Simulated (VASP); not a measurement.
# AlSn: single point with PBE

Crystal: AlSn.

```
Sn Al
1.0
     4.19811    0.00000    0.00000
    -2.09905    3.63567    0.00000
     0.00000    0.00000    3.30685
Sn Al
1 1
Direct
  0.33333 0.66667 0.50000
  0.00000 0.00000 0.00000
```

```
Program             : VASP 6.6.1
Task                : single point
Functional          : PBE
Potentials or basis : VASP PAW PBE potentials, release 64 (Sn_d, Al)
Cutoff              : 520 eV
k mesh              : 7 × 7 × 8
Occupations         : gaussian, width 0.018 eV
Spin                : no spin polarisation
```

| Property | Result |
| --- | --- |
| Pressure | 0.2 GPa |
| Band gap on the k mesh | zero (an odd number of electrons rules out a gap without spin polarisation) |

Stress tensor (GPa, compression positive):
```
-0.05  0.00  0.00
 0.00 -0.05  0.00
 0.00  0.00  0.77
```

Levels at points of the mesh, in eV from the Fermi level:
```tsv
k point	band 5	band 6	band 7	band 8	band 9	band 10	band 11	band 12
(0.00, 0.00, 0.00)	-21.23	-10.45	-0.22	-0.22	0.69	2.60	3.12	3.12
(0.00, 0.00, 0.50)	-21.18	-7.42	-6.22	2.72	2.72	3.57	3.57	3.77
```

It took 40 s on 1 thread of Intel Xeon 8259CL (shared host), peak memory 0.18 GiB.

Caveat: spin-orbit coupling is left out, which moves the levels of the heavy elements.
